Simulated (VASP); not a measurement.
# Ta5N2 in VASP: single point with PBEsol

Aim: the single point of Ta5N2 with PBEsol.

All numbers are computed with VASP 6.6.1; they aren't measurements. Logs are shortened: lines on timing, memory, paths and dates and some standing lists are left out, and cuts for length are marked.

**1. The cell of the first run**

The cell holds a slab with vacuum, 7 atoms: a = 3.281 Å, b = 3.281 Å, c = 26.661 Å, α = 90.00°, β = 90.00°, γ = 90.00°.

**2. Single point, PBEsol**

File INCAR:

```
ALGO = Normal
DIPOL = 0.5 0.5 0.499
EDIFF = 1E-7
ENCUT = 520
GGA = PS
IDIPOL = 3
ISIF = 2
ISMEAR = 0
LASPH = T
LCHARG = F
LDIPOL = T
LREAL = F
LWAVE = F
NBANDS = 42
NELM = 60
PREC = Accurate
SIGMA = 0.1
```

File KPOINTS:

```
k-points
0
Gamma
  9 9 1
```

File POSCAR:

```
Ta5N2
1.0
    3.2805195243      0.0000000000      0.0000000000
    0.0000000000      3.2805195243      0.0000000000
    0.0000000000      0.0000000000     26.6610390486
Ta N
5 2
Direct
    0.5000000000      0.5000000000      0.3188172818
    0.0000000000      0.0000000000      0.3803400064
    0.5000000000      0.5000000000      0.4415156594
    0.0000000000      0.0000000000      0.5034150726
    0.5000000000      0.5000000000      0.5614037349
    0.0000000000      0.5000000000      0.6212320959
    0.0000000000      0.5000000000      0.6642351496
```

Potentials or basis: VASP PAW PBE potentials, release 64 (Ta_pv, N).

Launch:

```
$ cat potpaw_PBE.64/Ta_pv/POTCAR potpaw_PBE.64/N/POTCAR > POTCAR
$ mpirun -np 1 vasp_std > vasp.out
```

OUTCAR:

```text
EDIFF = 1E-7
   ENCUT = 520
   GGA = PS
   ISIF = 2
   ISMEAR = 0
   LASPH = T
   LREAL = F
   NELM = 60
   PREC = Accurate

 ion  position               nearest neighbor table
   1  0.500  0.500  0.319-   2 2.84   2 2.84   2 2.84   2 2.84   3 3.27
   2  0.000  0.000  0.380-   3 2.84   3 2.84   3 2.84   3 2.84   1 2.84   1 2.84   1 2.84   1 2.84
                             4 3.28
   3  0.500  0.500  0.442-   2 2.84   2 2.84   2 2.84   2 2.84   4 2.85   4 2.85   4 2.85   4 2.85
                             5 3.20   1 3.27
   4  0.000  0.000  0.503-   5 2.79   5 2.79   5 2.79   5 2.79   3 2.85   3 2.85   3 2.85   3 2.85
                             2 3.28
   5  0.500  0.500  0.561-   6 2.29   6 2.29   4 2.79   4 2.79   4 2.79   4 2.79   3 3.20
   6  0.000  0.500  0.621-   7 1.15   5 2.29   5 2.29
   7  0.000  0.500  0.664-   6 1.15

  LATTYP: Found a simple tetragonal cell.
 ALAT       =     3.2805195243
 C/A-ratio  =     8.1270783030

  Lattice vectors:

 A1 = (   3.2805195243,   0.0000000000,   0.0000000000)
 A2 = (   0.0000000000,   3.2805195243,   0.0000000000)
 A3 = (   0.0000000000,   0.0000000000,  26.6610390486)

Analysis of symmetry for initial positions (statically):
=====================================================================
 Subroutine PRICEL returns:
 Original cell was already a primitive cell.

 Routine SETGRP: Setting up the symmetry group for a
 simple tetragonal supercell.

 Subroutine GETGRP returns: Found  4 space group operations
 (whereof  4 operations were pure point group operations)
 out of a pool of 16 trial point group operations.

The static configuration has the point symmetry C_2v.

Analysis of symmetry for dynamics (positions and initial velocities):
=====================================================================
 Subroutine PRICEL returns:
 Original cell was already a primitive cell.

 Routine SETGRP: Setting up the symmetry group for a
 simple tetragonal supercell.

 Subroutine GETGRP returns: Found  4 space group operations
 (whereof  4 operations were pure point group operations)
 out of a pool of 16 trial point group operations.

The dynamic configuration has the point symmetry C_2v.

 Subroutine INISYM returns: Found  4 space group operations
 (whereof  4 operations are pure point group operations),
 and found     1 'primitive' translations

----------------------------------------------------------------------------------------

                                     Primitive cell

  volume of cell :     286.9210

  direct lattice vectors                    reciprocal lattice vectors
     3.280519524  0.000000000  0.000000000     0.304829766  0.000000000  0.000000000
     0.000000000  3.280519524  0.000000000     0.000000000  0.304829766  0.000000000
     0.000000000  0.000000000 26.661039049     0.000000000  0.000000000  0.037507916

  length of vectors
     3.280519524  3.280519524 26.661039049     0.304829766  0.304829766  0.037507916

  position of ions in fractional coordinates (direct lattice)
     0.500000000  0.500000000  0.318817282
     0.000000000  0.000000000  0.380340006
     0.500000000  0.500000000  0.441515659
     0.000000000  0.000000000  0.503415073
     0.500000000  0.500000000  0.561403735
     0.000000000  0.500000000  0.621232096
     0.000000000  0.500000000  0.664235150

  ion indices of the primitive-cell ions
   primitive index   ion index
                 1           1
                 2           2
                 3           3
                 4           4
                 5           5
                 6           6
                 7           7

----------------------------------------------------------------------------------------

 KPOINTS: k-points

Automatic generation of k-mesh.
 Grid dimensions read from file:
 generate k-points for:    9    9    1

 Generating k-lattice:

  Cartesian coordinates                     Fractional coordinates (reciprocal lattice)
     0.033869974  0.000000000  0.000000000     0.111111111  0.000000000  0.000000000
     0.000000000  0.033869974  0.000000000     0.000000000  0.111111111  0.000000000
     0.000000000  0.000000000  0.037507916     0.000000000  0.000000000  1.000000000

  Length of vectors
     0.033869974  0.033869974  0.037507916

  Shift w.r.t. Gamma in fractional coordinates (k-lattice)
     0.000000000  0.000000000  0.000000000

 Subroutine IBZKPT returns following result:
 ===========================================

 Found     25 irreducible k-points:

 Following reciprocal coordinates:
            Coordinates               Weight
  0.000000  0.000000  0.000000      1.000000
  0.111111  0.000000  0.000000      2.000000
  0.000000  0.111111  0.000000      2.000000
  0.222222  0.000000  0.000000      2.000000
  0.000000  0.222222  0.000000      2.000000
  0.333333  0.000000  0.000000      2.000000
[... 16 lines left out ...]
  0.444444  0.333333  0.000000      4.000000
 -0.333333  0.444444  0.000000      4.000000
   k-points           NKPTS =     25   k-points in BZ     NKDIM =     25   number of bands    NBANDS=     42
   number of dos      NEDOS =    301   number of ions     NIONS =      7
   total plane-waves  NPLWV = 115200
   dimension x,y,z NGX =    24 NGY =   24 NGZ =  200
   dimension x,y,z NGXF=    48 NGYF=   48 NGZF=  400
   ions per type =               5   2
   NGX,Y,Z   is equivalent  to a cutoff of  12.16, 12.16, 12.47 a.u.
   NGXF,Y,Z  is equivalent  to a cutoff of  24.32, 24.32, 24.94 a.u.
 SYSTEM =  unknown system
   PREC   = accura    normal or accurate (medium, high low for compatibility)
   ISTART =      0    job   : 0-new  1-cont  2-samecut
   ICHARG =      2    charge: 1-file 2-atom 10-const
   ISPIN  =      1    spin polarized calculation?
   LNONCOLLINEAR =      F non collinear calculations
   LSORBIT =      F    spin-orbit coupling
   LASPH  =      T    aspherical Exc in radial PAW
   ENCUT  =  520.0 eV  38.22 Ry    6.18 a.u.   6.10  6.10 49.57*2*pi/ulx,y,z
   NELM   =     60;   NELMIN=  2; NELMDL= -5     # of ELM steps
   EDIFF  = 0.1E-06   stopping-criterion for ELM
   LREAL  =      F    real-space projection
   EDIFFG = 0.1E-05   stopping-criterion for IOM
   NSW    =      0    number of steps for IOM
   IBRION =     -1    ionic relax: 0-MD 1-quasi-New 2-CG
   NFREE  =      0    steps in history (QN), initial steepest desc. (CG)
   ISIF   =      2    stress and relaxation
   ISYM   =      2    0-nonsym 1-usesym 2-fastsym
   POTIM  = 0.5000    time-step for ionic-motion
   TEBEG  =    0.0;   TEEND  =   0.0 temperature during run
   PSTRESS=    0.0 pullay stress
   NELECT =      65.0000    total number of electrons
   NUPDOWN=      -1.0000    fix difference up-down
   EMIN   =  10.00;   EMAX   =-10.00  energy-range for DOS
   EFERMI =   0.00;   METHOD = LEGACY
   ISMEAR =     0;   SIGMA  =   0.10  broadening in eV -4-tet -1-fermi 0-gaus
   EFERMI_NEDOS =   21; number of points for ismear=-14 and -15
   IALGO  =     38    algorithm
   IMIX   =      4    mixing-type and parameters
     AMIX     =   0.40;   BMIX     =  1.00
     AMIX_MAG =   1.60;   BMIX_MAG =  1.00
  volume/ion in A,a.u.               =      40.99       276.61
  Fermi-wavevector in a.u.,A,eV,Ry     =   0.997988  1.885923 13.551122  0.995979
  Thomas-Fermi vector in A             =   2.130181
   LORBIT       =      0    0 simple, 1 ext, 2 COOP (PROOUT), +10 PAW based schemes
   GGA     = PS    functional components
   LHFCALC =     F    Hartree Fock is set to
   AEXX    =    0.0000 exact exchange contribution
   IVDW    =     0    specifies the selected vdW correction
   LEPSILON=     F    determine dielectric tensor
   LRPA    =     F    only Hartree local field effects (RPA)
 non-spin polarized calculation
 Gauss-broadening in eV      SIGMA  =   0.10
  energy-cutoff  :      520.00
  volume of cell :      286.92
 maximum number of plane-waves:      7774
   NGX = 13   NGY = 13   NGZ = 99

 dipolmoment           0.000000      0.000000     -0.000973 electrons x Angstroem

 number of electron      65.0000030 magnetization

 dipolmoment           0.000000      0.000000      0.076626 electrons x Angstroem

 Free energy of the ion-electron system (eV)
  ---------------------------------------------------
  ext. energy  EPLUGINS =         0.00000000
  ---------------------------------------------------
  free energy    TOTEN  =       -76.55692913 eV

  energy without entropy =      -76.52469014  energy(sigma->0) =      -76.54080963

 E-fermi :  -0.7506     XC(G=0):  -5.4524

 val. band max:       -0.7517073922   @ k =   0.0000   0.3333   0.0000
 cond. band min:      -0.7484997859   @ k =   0.0000   0.3333   0.0000
 fundamental gap:      0.0032076064
 Fermi energy:        -0.7505755749

 k-point     1 :       0.0000    0.0000    0.0000
  band No.  band energies     occupation
      1     -35.5405      2.00000
      2     -35.3642      2.00000
      3     -35.3527      2.00000
      4     -35.2409      2.00000
      5     -35.1064      2.00000
      6     -35.0668      2.00000
[... 34 lines left out ...]
     41       1.7731      0.00000
     42       2.1100      0.00000

 k-point     2 :       0.1111    0.0000    0.0000
  band No.  band energies     occupation
      1     -35.5444      2.00000
      2     -35.3961      2.00000
      3     -35.3451      2.00000
      4     -35.2498      2.00000
      5     -35.1447      2.00000
      6     -35.0549      2.00000
[... 34 lines left out ...]
     41       1.8228      0.00000
     42       2.0602      0.00000

 k-point     3 :       0.0000    0.1111    0.0000
  band No.  band energies     occupation
      1     -35.5444      2.00000
      2     -35.3847      2.00000
      3     -35.3566      2.00000
      4     -35.2503      2.00000
      5     -35.1039      2.00000
      6     -35.0950      2.00000
[... 34 lines left out ...]
     41       1.9197      0.00000
     42       2.1887      0.00000

 k-point     4 :       0.2222    0.0000    0.0000
  band No.  band energies     occupation
      1     -35.5567      2.00000
      2     -35.4725      2.00000
      3     -35.3257      2.00000
      4     -35.2804      2.00000
      5     -35.2277      2.00000
      6     -35.0241      2.00000
[... 844 lines left out ...]
     41       2.7803      0.00000
     42       3.3240      0.00000

 k-point    23 :       0.4444    0.3333    0.0000
  band No.  band energies     occupation
      1     -35.5896      2.00000
      2     -35.5549      2.00000
      3     -35.4604      2.00000
      4     -35.3779      2.00000
      5     -35.3024      2.00000
      6     -35.1412      2.00000
[... 34 lines left out ...]
     41       2.8768      0.00000
     42       3.3740      0.00000

 k-point    24 :      -0.3333    0.4444    0.0000
  band No.  band energies     occupation
      1     -35.5783      2.00000
      2     -35.5622      2.00000
      3     -35.4645      2.00000
      4     -35.3392      2.00000
      5     -35.3164      2.00000
      6     -35.1642      2.00000
[... 34 lines left out ...]
     41       2.7410      0.00000
     42       3.3159      0.00000

 [... further k-points ...]

------------------------ aborting loop because EDIFF is reached ----------------------------------------

 vacuum level on the upper side and lower side of the slab       (xc-potential included)         0.575        -0.693

  FORCE on cell =-STRESS in cart. coord.  units (eV):
  Direction    XX          YY          ZZ          XY          YZ          ZX
  --------------------------------------------------------------------------------------
  -------------------------------------------------------------------------------------
  Total       -6.0696848     -3.6749690     -1.1725932      0.0000000      0.0000000      0.0000000
  in kB      -33.8933422    -20.5211612     -6.5478032      0.0000000      0.0000000      0.0000000
  external PRESSURE =     -20.3207689 kB  Pullay stress =       0.0000000 kB

 VOLUME and BASIS-vectors are now :
 -----------------------------------------------------------------------------
  energy-cutoff  :      520.00
  volume of cell :      286.92
      direct lattice vectors                 reciprocal lattice vectors
     3.280519524  0.000000000  0.000000000     0.304829766  0.000000000  0.000000000
     0.000000000  3.280519524  0.000000000     0.000000000  0.304829766  0.000000000
     0.000000000  0.000000000 26.661039049     0.000000000  0.000000000  0.037507916

 POSITION                                       TOTAL-FORCE (eV/Angst)
 -----------------------------------------------------------------------------------
      1.64026      1.64026      8.50000         0.000000      0.000000      1.451092
      0.00000      0.00000     10.14026         0.000000      0.000000     -1.492273
      1.64026      1.64026     11.77127         0.000000      0.000000      0.017287
      0.00000      0.00000     13.42157         0.000000      0.000000     -0.006806
      1.64026      1.64026     14.96761         0.000000      0.000000      0.010372
      0.00000      1.64026     16.56269         0.000000      0.000000     -0.943417
      0.00000      1.64026     17.70920         0.000000      0.000000      0.963745
 -----------------------------------------------------------------------------------
    total drift:                                0.000000     -0.000000     -0.000643

  FREE ENERGIE OF THE ION-ELECTRON SYSTEM (eV)
  ---------------------------------------------------
  free  energy   TOTEN  =       -76.5569291292 eV

  energy  without entropy=      -76.5246901358  energy(sigma->0) =      -76.54080963

 vacuum level on the upper side and lower side of the slab         4.589         3.301
```

Run time: 13 min. Hardware: 1 thread of Intel Xeon 8259CL, shared host; peak memory 0.49 GiB.

What came out:

* Free energy: -76.5569 eV
* Largest force: 1.492 eV/Å
* Band gap on the k mesh: zero (an odd number of electrons rules out a gap without spin polarisation)

Forces in eV/Å, atoms in the order of the input:
```
Ta   0.000  0.000  1.451
Ta   0.000  0.000 -1.492
Ta   0.000  0.000  0.017
Ta   0.000  0.000 -0.007
Ta   0.000  0.000  0.010
N    0.000  0.000 -0.943
N    0.000  0.000  0.964
```

Levels at points of the mesh, in eV from the Fermi level:
```
           k point  band 31  band 32  band 33  band 34  band 35  band 36
(0.00, 0.00, 0.00)     0.44     0.44     0.54     0.69     0.70     0.81
```

Caveat: the standard files for N, O and F lose accuracy on very short bonds; the PAW data sets were made with another functional, which shifts forces and pressure a little; spin-orbit coupling is left out, which moves the levels of the heavy elements.
